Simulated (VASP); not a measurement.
# Os: single point with r2SCAN

Crystal: Os.

```
CELL_PARAMETERS angstrom
-0.09725 1.94500 1.94500
1.94500 -0.09725 1.94500
1.84775 1.84775 0.00000
ATOMIC_POSITIONS crystal
Os 0.00000 0.00000 0.00000
```

This cell differs from its parent crystal: strain -0.1000 x Voigt [0, 0, 0, 0, 0, 1].

* Program: VASP 6.6.1
* Task: single point
* Functional: r2SCAN
* Potentials or basis: VASP PAW PBE potentials, release 64 (Os)
* Cutoff: 520 eV
* k mesh: 20 × 20 × 20
* Occupations: gaussian, width 0.15 eV
* Spin: no spin polarisation
* Dipole correction: no
* Further INCAR settings: ALGO = Normal; EDIFF = 1e-07; NBANDS = 10

* Pressure: -11.5 GPa
* Band gap on the k mesh: zero (bands 4 and 5 overlap by 4.11 eV)

Stress tensor (GPa, compression positive):
```
 -9.74  28.81   0.00
 28.81  -9.74   0.00
  0.00   0.00 -15.15
```

Levels at points of the mesh, in eV from the Fermi level:
```
           k point  band 1  band 2  band 3  band 4  band 5  band 6  band 7  band 8  band 9
(0.00, 0.00, 0.00)  -10.90   -3.76   -3.27   -2.00    0.11    0.14   14.83   19.29   20.96
(0.50, 0.00, 0.00)   -7.78   -3.69   -2.18   -0.77    1.59    2.64    8.15   14.98   20.60
(0.50, 0.50, 0.00)   -7.49   -6.83    2.26    2.34    3.02    3.04   10.68   12.10   14.60
(0.00, 0.00, 0.50)   -7.54   -3.92   -2.56    0.33    2.02    2.87    9.77   14.12   19.32
(0.50, 0.00, 0.50)   -7.46   -6.77    1.89    2.36    2.88    3.28   12.35   12.54   12.64
```

Wall time 3.1 min on 1 thread of Intel(R) Xeon(R) 6975P-C (Granite Rapids), with other jobs on the host, peak memory 0.28 GiB.

Caveat: the cell differs from its parent crystal (strain -0.1000 x Voigt [0, 0, 0, 0, 0, 1]); the stress differs along the axes, from -15 to -10 GPa; the PAW data sets were made with another functional, which shifts forces and pressure a little; spin-orbit coupling is left out, which moves the levels of the heavy elements.
